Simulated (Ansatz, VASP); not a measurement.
**Ge in VASP and in Ansatz**

```xyz
2
Lattice="0.0000 2.8289 2.8289 2.8289 0.0000 2.8289 2.8289 2.8289 0.0000" Properties=species:S:1:pos:R:3 pbc="T T T"
Ge    4.2434    4.2434    4.2434
Ge    2.8289    2.8289    2.8289
```

Alike in both runs: task electric field gradients; functional PBE; k mesh 8 × 8 × 8; occupations fermi-dirac, width 0.05 eV; no spin polarisation.

|  | VASP | Ansatz |
| --- | --- | --- |
| version | VASP 6.6.1 | Ansatz 0.2.0 |
| potentials or method | VASP PAW PBE potentials, release 64 (Ge_d), cutoff 520 eV | all-electron PAW datasets made for the crystal |

|  | VASP | Ansatz | Ansatz less VASP |
| --- | --- | --- | --- |
| gap on the k mesh at the Fermi level (eV) | none | none | - |
| pressure (GPa) | 3.6 | 3.6 | +0.06 |

A gap of «none» marks a metal or a gap that the smearing closes. Ansatz ran all-electron here, and VASP with PAW potentials.
